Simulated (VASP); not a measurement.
Input of a VASP 6.6.1 run:

The input INCAR:

```
SYSTEM = TePb4S3
PREC = Accurate
ENCUT = 500
EDIFF = 1E-7
ISMEAR = 0
SIGMA = 0.01
LREAL = .False.
LASPH = .True.
NELM = 120
ALGO = Normal
ISIF = 3
LWAVE = .False.
LCHARG = .False.
GGA = CA
IBRION = 2
NSW = 80
EDIFFG = -0.01
GGA_COMPAT = .False.
NELMIN = 4
```

Contents of KPOINTS:

```
regular mesh
0
Gamma
  4 4 4
  0 0 0
```

POSCAR

```
TePb4S3
1.0
    6.0625000000      0.0000000000      0.0000000000
    0.0000000000      6.0625000000      0.0000000000
    0.0000000000      0.0000000000      6.0625000000
S Te Pb
3 1 4
Direct
    0.0000000000      0.0000000000      0.0000000000
    0.0000000000      0.5000000000      0.5000000000
    0.5000000000      0.0000000000      0.5000000000
    0.5000000000      0.5000000000      0.0000000000
    0.5000000000      0.5000000000      0.5000000000
    0.0000000000      0.0000000000      0.5000000000
    0.0000000000      0.5000000000      0.0000000000
    0.5000000000      0.0000000000      0.0000000000
```

Potentials or basis: VASP PAW LDA potentials, release 64 (S, Te, Pb_d).

Command:

```bash
$ cat potpaw_LDA.64/S/POTCAR potpaw_LDA.64/Te/POTCAR potpaw_LDA.64/Pb_d/POTCAR > POTCAR
$ mpirun -np 1 vasp_std > vasp.out
```

Question: What does it give for the relaxed volume?

Answer: 27.00 Å³/atom.

Question: What does it give for the band gap on the k mesh?

Answer: 0.21 eV.

Question: Predict the relaxed cell.

Answer: a = 6.000 Å, b = 6.000 Å, c = 6.000 Å, α = 90.00°, β = 90.00°, γ = 90.00°.

Final structure:
```
S Te Pb
1.0
     5.99987    0.00000    0.00000
     0.00000    5.99987    0.00000
     0.00000    0.00000    5.99987
S Te Pb
3 1 4
Direct
  0.00000 0.00000 0.00000
  0.00000 0.50000 0.50000
  0.50000 0.00000 0.50000
  0.50000 0.50000 0.00000
  0.50000 0.50000 0.50000
  0.00000 0.00000 0.50000
  0.00000 0.50000 0.00000
  0.50000 0.00000 0.00000
```

Caveat: spin-orbit coupling is left out, which moves the levels of the heavy elements. A k mesh can miss the band edges.
